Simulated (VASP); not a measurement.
# Li6ZrN (P4/nmm) in VASP: single point with PBE

Aim: the single point of Li6ZrN with PBE.

Everything below comes from runs of VASP 6.6.1. Logs are shortened: lines on timing, memory, paths and dates and some standing lists are left out, and cuts for length are marked.

**1. The cell of the first run**

It takes space group P4/nmm (No. 129, tetragonal). The conventional cell has a = 3.217 Å, b = 3.217 Å, c = 27.755 Å, α = 90.00°, β = 90.00°, γ = 90.00°. Li (site symmetry 4mm) has 12 Li at 2.93 to 3.22 Å and 1 Zr at 3.88 Å within 3.9 Å. Within 3.9 Å of Li (site symmetry 4mm) lie 12 Li at 2.99 to 3.22 Å. Within 2.7 Å of Li (site symmetry 4mm) lie 1 N at 2.03 Å. Within 3.9 Å of Li (site symmetry 4mm) lie 13 Li at 2.99 to 3.87 Å. Within 4.0 Å of Li (site symmetry 4mm) lie 14 Li at 3.01 to 3.93 Å. Li (site symmetry 4mm) has 12 Li at 3.00 to 3.22 Å within 3.9 Å. Within 2.9 Å of Zr (site symmetry 4mm) lie 5 N at 2.22 to 2.27 Å. Within 2.7 Å of N (site symmetry 4mm) lie 1 Li at 2.03 Å and 5 Zr at 2.22 to 2.27 Å.

**2. Single point, PBE**

Contents of INCAR:

```
SYSTEM = Li6ZrN
  PREC = Accurate
  ENCUT = 520
  EDIFF = 1E-6
  ISMEAR = 0
  SIGMA = 0.2
  LREAL = Auto
  LASPH = .True.
  NELM = 60
  ALGO = Normal
  ISIF = 2
  LWAVE = .False.
  LCHARG = .False.
  GGA = PE
  NBANDS = 49
```

Contents of KPOINTS:

```
regular mesh
0
Gamma
  6 6 1
  0 0 0
```

Contents of POSCAR:

```
Li6ZrN
1.0
    3.2168257527      0.0000000000      0.0000000000
    0.0000000000      3.2168257527      0.0000000000
    0.0000000000      0.0000000000     27.7553005643
Li Zr N
12 2 2
Direct
    0.0000000000      0.5000000000      0.8203071962
    0.0000000000      0.5000000000      0.6773423388
    0.5000000000      0.0000000000      0.1796928038
    0.5000000000      0.0000000000      0.3226576612
    0.5000000000      0.0000000000      0.8868985762
    0.0000000000      0.5000000000      0.1131014238
    0.5000000000      0.0000000000      0.7473800774
    0.5000000000      0.0000000000      0.6063332675
    0.5000000000      0.0000000000      0.4648778288
    0.0000000000      0.5000000000      0.3936667325
    0.0000000000      0.5000000000      0.2526199226
    0.0000000000      0.5000000000      0.5351221712
    0.5000000000      0.0000000000      0.0399978558
    0.0000000000      0.5000000000      0.9600021442
    0.5000000000      0.0000000000      0.9599360555
    0.0000000000      0.5000000000      0.0400639445
```

Potentials or basis: VASP PAW PBE potentials, release 64 (Li_sv, Zr_sv, N).

Run with:

```sh
$ cat potpaw_PBE.64/Li_sv/POTCAR potpaw_PBE.64/Zr_sv/POTCAR potpaw_PBE.64/N/POTCAR > POTCAR
$ mpirun -np 1 vasp_std > vasp.out
```

OUTCAR:

```text
SYSTEM = Li6ZrN
   PREC = Accurate
   ENCUT = 520
   EDIFF = 1E-6
   ISMEAR = 0
   LREAL = Auto
   LASPH = .True.
   NELM = 60
   ISIF = 2
   GGA = PE

 ion  position               nearest neighbor table
   1  0.000  0.500  0.820-
   2  0.000  0.500  0.677-
   3  0.500  0.000  0.180-
   4  0.500  0.000  0.323-
   5  0.500  0.000  0.887-  15 2.03  14 3.05  14 3.05  14 3.05  14 3.05
   6  0.000  0.500  0.113-  16 2.03  13 3.05  13 3.05  13 3.05  13 3.05
   7  0.500  0.000  0.747-
   8  0.500  0.000  0.606-
   9  0.500  0.000  0.465-
  10  0.000  0.500  0.394-
  11  0.000  0.500  0.253-
  12  0.000  0.500  0.535-
  13  0.500  0.000  0.040-  15 2.22  16 2.27  16 2.27  16 2.27  16 2.27   6 3.05   6 3.05   6 3.05
                             6 3.05  14 3.18  14 3.18  14 3.18  14 3.18
  14  0.000  0.500  0.960-  16 2.22  15 2.27  15 2.27  15 2.27  15 2.27   5 3.05   5 3.05   5 3.05
                             5 3.05  13 3.18  13 3.18  13 3.18  13 3.18
  15  0.500  0.000  0.960-   5 2.03  13 2.22  14 2.27  14 2.27  14 2.27  14 2.27
  16  0.000  0.500  0.040-   6 2.03  14 2.22  13 2.27  13 2.27  13 2.27  13 2.27

  LATTYP: Found a simple tetragonal cell.
 ALAT       =     3.2168257527
 C/A-ratio  =     8.6281641276

  Lattice vectors:

 A1 = (   3.2168257527,   0.0000000000,   0.0000000000)
 A2 = (   0.0000000000,   3.2168257527,   0.0000000000)
 A3 = (   0.0000000000,   0.0000000000,  27.7553005643)

Analysis of symmetry for initial positions (statically):
=====================================================================
 Subroutine PRICEL returns:
 Original cell was already a primitive cell.

 Routine SETGRP: Setting up the symmetry group for a
 simple tetragonal supercell.

 Subroutine GETGRP returns: Found 16 space group operations
 (whereof  8 operations were pure point group operations)
 out of a pool of 16 trial point group operations.

The static configuration has the point symmetry D_2d.
 The point group associated with its full space group is D_4h.

Analysis of symmetry for dynamics (positions and initial velocities):
=====================================================================
 Subroutine PRICEL returns:
 Original cell was already a primitive cell.

 Routine SETGRP: Setting up the symmetry group for a
 simple tetragonal supercell.

 Subroutine GETGRP returns: Found 16 space group operations
 (whereof  8 operations were pure point group operations)
 out of a pool of 16 trial point group operations.

The dynamic configuration has the point symmetry D_2d.
 The point group associated with its full space group is D_4h.

 Subroutine INISYM returns: Found 16 space group operations
 (whereof  8 operations are pure point group operations),
 and found     1 'primitive' translations

----------------------------------------------------------------------------------------

                                     Primitive cell

  volume of cell :     287.2110

  direct lattice vectors                    reciprocal lattice vectors
     3.216825753  0.000000000  0.000000000     0.310865455  0.000000000  0.000000000
     0.000000000  3.216825753  0.000000000     0.000000000  0.310865455  0.000000000
     0.000000000  0.000000000 27.755300564     0.000000000  0.000000000  0.036029154

  length of vectors
     3.216825753  3.216825753 27.755300564     0.310865455  0.310865455  0.036029154

  position of ions in fractional coordinates (direct lattice)
     0.000000000  0.500000000  0.820307196
     0.000000000  0.500000000  0.677342339
     0.500000000  0.000000000  0.179692804
     0.500000000  0.000000000  0.322657661
     0.500000000  0.000000000  0.886898576
     0.000000000  0.500000000  0.113101424
[... 8 lines left out ...]
     0.500000000  0.000000000  0.959936056
     0.000000000  0.500000000  0.040063944

  ion indices of the primitive-cell ions
   primitive index   ion index
                 1           1
                 2           2
                 3           3
                 4           4
                 5           5
                 6           6
[... 8 lines left out ...]
                15          15
                16          16

----------------------------------------------------------------------------------------

 KPOINTS: regular mesh

Automatic generation of k-mesh.
 Grid dimensions read from file:
 generate k-points for:    6    6    1

 Generating k-lattice:

  Cartesian coordinates                     Fractional coordinates (reciprocal lattice)
     0.051810909  0.000000000  0.000000000     0.166666667  0.000000000  0.000000000
     0.000000000  0.051810909  0.000000000     0.000000000  0.166666667  0.000000000
     0.000000000  0.000000000  0.036029154     0.000000000  0.000000000  1.000000000

  Length of vectors
     0.051810909  0.051810909  0.036029154

  Shift w.r.t. Gamma in fractional coordinates (k-lattice)
     0.000000000  0.000000000  0.000000000

 Subroutine IBZKPT returns following result:
 ===========================================

 Found     10 irreducible k-points:

 Following reciprocal coordinates:
            Coordinates               Weight
  0.000000  0.000000  0.000000      1.000000
  0.166667  0.000000  0.000000      4.000000
  0.333333  0.000000  0.000000      4.000000
  0.500000  0.000000  0.000000      2.000000
  0.166667  0.166667  0.000000      4.000000
  0.333333  0.166667  0.000000      8.000000
  0.500000  0.166667  0.000000      4.000000
  0.333333  0.333333  0.000000      4.000000
  0.500000  0.333333  0.000000      4.000000
  0.500000  0.500000  0.000000      1.000000
   k-points           NKPTS =     10   k-points in BZ     NKDIM =     10   number of bands    NBANDS=     49
   number of dos      NEDOS =    301   number of ions     NIONS =     16
   total plane-waves  NPLWV = 120960
   dimension x,y,z NGX =    24 NGY =   24 NGZ =  210
   dimension x,y,z NGXF=    48 NGYF=   48 NGZF=  420
   ions per type =              12   2   2
   NGX,Y,Z   is equivalent  to a cutoff of  12.40, 12.40, 12.58 a.u.
   NGXF,Y,Z  is equivalent  to a cutoff of  24.81, 24.81, 25.16 a.u.
 SYSTEM =  Li6ZrN
   PREC   = accura    normal or accurate (medium, high low for compatibility)
   ISTART =      0    job   : 0-new  1-cont  2-samecut
   ICHARG =      2    charge: 1-file 2-atom 10-const
   ISPIN  =      1    spin polarized calculation?
   LNONCOLLINEAR =      F non collinear calculations
   LSORBIT =      F    spin-orbit coupling
   LASPH  =      T    aspherical Exc in radial PAW
   ENCUT  =  520.0 eV  38.22 Ry    6.18 a.u.   5.98  5.98 51.61*2*pi/ulx,y,z
   NELM   =     60;   NELMIN=  2; NELMDL= -5     # of ELM steps
   EDIFF  = 0.1E-05   stopping-criterion for ELM
   LREAL  =      T    real-space projection
   EDIFFG = 0.1E-04   stopping-criterion for IOM
   NSW    =      0    number of steps for IOM
   IBRION =     -1    ionic relax: 0-MD 1-quasi-New 2-CG
   NFREE  =      0    steps in history (QN), initial steepest desc. (CG)
   ISIF   =      2    stress and relaxation
   ISYM   =      2    0-nonsym 1-usesym 2-fastsym
   POTIM  = 0.5000    time-step for ionic-motion
   TEBEG  =    0.0;   TEEND  =   0.0 temperature during run
   PSTRESS=    0.0 pullay stress
   NELECT =      70.0000    total number of electrons
   NUPDOWN=      -1.0000    fix difference up-down
   EMIN   =  10.00;   EMAX   =-10.00  energy-range for DOS
   EFERMI =   0.00;   METHOD = LEGACY
   ISMEAR =     0;   SIGMA  =   0.20  broadening in eV -4-tet -1-fermi 0-gaus
   EFERMI_NEDOS =   21; number of points for ismear=-14 and -15
   IALGO  =     38    algorithm
   IMIX   =      4    mixing-type and parameters
     AMIX     =   0.40;   BMIX     =  1.00
     AMIX_MAG =   1.60;   BMIX_MAG =  1.00
  volume/ion in A,a.u.               =      17.95       121.14
  Fermi-wavevector in a.u.,A,eV,Ry     =   1.022603  1.932440 14.227849  1.045717
  Thomas-Fermi vector in A             =   2.156292
   LORBIT       =      0    0 simple, 1 ext, 2 COOP (PROOUT), +10 PAW based schemes
   GGA     = PE    functional components
   LHFCALC =     F    Hartree Fock is set to
   AEXX    =    0.0000 exact exchange contribution
   IVDW    =     0    specifies the selected vdW correction
   LEPSILON=     F    determine dielectric tensor
   LRPA    =     F    only Hartree local field effects (RPA)
 non-spin polarized calculation
 Gauss-broadening in eV      SIGMA  =   0.20
  energy-cutoff  :      520.00
  volume of cell :      287.21
 maximum number of plane-waves:      7802
 NGX is ok and might be reduce to    24
   NGX = 11   NGY = 11   NGZ =103

 number of electron      69.9999955 magnetization

 Free energy of the ion-electron system (eV)
  ---------------------------------------------------
  ext. energy  EPLUGINS =         0.00000000
  ---------------------------------------------------
  free energy    TOTEN  =       -63.41867111 eV

  energy without entropy =      -63.27849605  energy(sigma->0) =      -63.34858358

 E-fermi :   2.4208     XC(G=0):  -8.0035

 val. band max:        2.4084221728   @ k =   0.5000   0.1667   0.0000
 cond. band min:       2.4535590825   @ k =   0.5000   0.0000   0.0000
 fundamental gap:      0.0451369098
 Fermi energy:         2.4207851275

 k-point     1 :       0.0000    0.0000    0.0000
  band No.  band energies     occupation
      1     -46.8819      2.00000
      2     -46.7626      2.00000
      3     -44.0599      2.00000
      4     -44.0563      2.00000
      5     -44.0501      2.00000
      6     -44.0452      2.00000
[... 39 lines left out ...]
     46       5.7586      0.00000
     47       6.0418      0.00000

 k-point     2 :       0.1667    0.0000    0.0000
  band No.  band energies     occupation
      1     -46.8610      2.00000
      2     -46.7574      2.00000
      3     -44.0573      2.00000
      4     -44.0542      2.00000
      5     -44.0484      2.00000
      6     -44.0439      2.00000
[... 392 lines left out ...]
 k-point    10 :       0.5000    0.5000    0.0000
  band No.  band energies     occupation
      1     -46.7200      2.00000
      2     -46.7200      2.00000
      3     -44.0419      2.00000
      4     -44.0419      2.00000
      5     -44.0389      2.00000
      6     -44.0389      2.00000
[... 39 lines left out ...]
     46       6.0550      0.00000
     47       6.4103      0.00000
 [bands above 47 left out]

------------------------ aborting loop because EDIFF is reached ----------------------------------------

  FORCE on cell =-STRESS in cart. coord.  units (eV):
  Direction    XX          YY          ZZ          XY          YZ          ZX
  --------------------------------------------------------------------------------------
  -------------------------------------------------------------------------------------
  Total        0.4066789      0.4066789     -0.7695738      0.0000000      0.0000000      0.0000000
  in kB        2.2686170      2.2686170     -4.2929897      0.0000000      0.0000000      0.0000000
  external PRESSURE =       0.0814148 kB  Pullay stress =       0.0000000 kB

 VOLUME and BASIS-vectors are now :
 -----------------------------------------------------------------------------
  energy-cutoff  :      520.00
  volume of cell :      287.21
      direct lattice vectors                 reciprocal lattice vectors
     3.216825753  0.000000000  0.000000000     0.310865455  0.000000000  0.000000000
     0.000000000  3.216825753  0.000000000     0.000000000  0.310865455  0.000000000
     0.000000000  0.000000000 27.755300564     0.000000000  0.000000000  0.036029154

 POSITION                                       TOTAL-FORCE (eV/Angst)
 -----------------------------------------------------------------------------------
      0.00000      1.60841     22.76787        -0.000000      0.000000     -0.008389
      0.00000      1.60841     18.79984        -0.000000      0.000000      0.005946
      1.60841      0.00000      4.98743        -0.000000      0.000000      0.008389
      1.60841      0.00000      8.95546        -0.000000      0.000000     -0.005946
      1.60841      0.00000     24.61614        -0.000000      0.000000     -0.019081
      0.00000      1.60841      3.13916        -0.000000      0.000000      0.019081
[... 8 lines left out ...]
      1.60841      0.00000     26.64331        -0.000000      0.000000      0.133300
      0.00000      1.60841      1.11199         0.000000      0.000000     -0.133300
 -----------------------------------------------------------------------------------
    total drift:                                0.000000      0.000000      0.000000

  FREE ENERGIE OF THE ION-ELECTRON SYSTEM (eV)
  ---------------------------------------------------
  free  energy   TOTEN  =       -63.4186711150 eV

  energy  without entropy=      -63.2784960548  energy(sigma->0) =      -63.34858358
```

Wall time 4 min (1 thread of Intel Xeon Platinum 8259CL at 2.50GHz (Skylake/Cascade Lake), shared host); peak memory 0.38 GiB.

What came out:

| Property | Result |
| --- | --- |
| Free energy | -63.4187 eV |
| Largest force | 0.133 eV/Å |
| Band gap on the k mesh | zero (band 35 reaches 3.88 eV, above the bottom of band 36 at 1.06 eV) |

Forces on the atoms (eV/Å):
```
Li   0.000  0.000 -0.008
Li   0.000  0.000  0.006
Li   0.000  0.000  0.008
Li   0.000  0.000 -0.006
Li   0.000  0.000 -0.019
Li   0.000  0.000  0.019
Li   0.000  0.000 -0.004
Li   0.000  0.000 -0.005
Li   0.000  0.000  0.003
Li   0.000  0.000  0.005
Li   0.000  0.000  0.004
Li   0.000  0.000 -0.003
Zr   0.000  0.000  0.042
Zr   0.000  0.000 -0.042
N    0.000  0.000  0.133
N    0.000  0.000 -0.133
```

Caveat: the cutoff is under 1.25 times the usual one of these potentials, so pressure, stress and relaxed cells hold a basis-set (Pulay) error.
